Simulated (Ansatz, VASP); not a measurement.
# Two plane-wave programs on Al

INCAR

```
  PREC = Accurate
  ENCUT = 520
  EDIFF = 1E-6
  ISMEAR = 0
  SIGMA = 0.15
  LREAL = False
  LASPH = True
  NELM = 60
  ALGO = Normal
  ISIF = 2
  LWAVE = False
  LCHARG = True
  GGA = PS
  IVDW = 12
  LELF = True
  LVHAR = True
  NBANDS = 8
```

File KPOINTS:

```
Automatic mesh
0
Gamma
  26 26 26
```

Contents of POSCAR:

```
Al
1.0
    0.0000000000      1.9812776140      1.9812776140
    1.9812776140      0.0000000000      1.9812776140
    1.9812776140      1.9812776140      0.0000000000
Al
1
Direct
    0.0000000000      0.0000000000      0.0000000000
```

Input for Ansatz:

```yaml
crystal:
  lattice:
    - [0.0, 1.981277614, 1.981277614]
    - [1.981277614, 0.0, 1.981277614]
    - [1.981277614, 1.981277614, 0.0]
  atoms:
    - { symbol: Al, position: [0.0, 0.0, 0.0] }
basis:
  ecutwfc: 420
kpoints:
  mp_grid: { grid: [26, 26, 26] }
hamiltonian:
  xc: pbesol
  dispersion: d3bj
scf:
  occupations: { method: gaussian, width: 0.15 }
output:
  forces: true
  stress: true
  eigenvalues: true
  write_density: true
  write_potential: true
  elf: true
  volumetric_format: npy
```

Alike in both runs: task single point; functional PBEsol; dispersion D3(BJ); k mesh 26 × 26 × 26; occupations gaussian, width 0.15 eV; no spin polarisation.

```csv
,VASP,Ansatz
version,VASP 6.6.1,Ansatz 0.2.0
potentials or method,"VASP PAW PBE potentials, release 64 (Al), cutoff 520 eV","scalar-relativistic, plane waves, PAW"
valence electrons in the cell,3,3
```

|  | VASP | Ansatz | Ansatz less VASP |
| --- | --- | --- | --- |
| gap on the k mesh at the Fermi level (eV) | none | none | - |
| pressure (GPa) | 0.1 | 0.0 | -0.08 |

VASP's potentials were made for PBE, not for PBEsol. A gap of «none» marks a metal or a gap that the smearing closes.
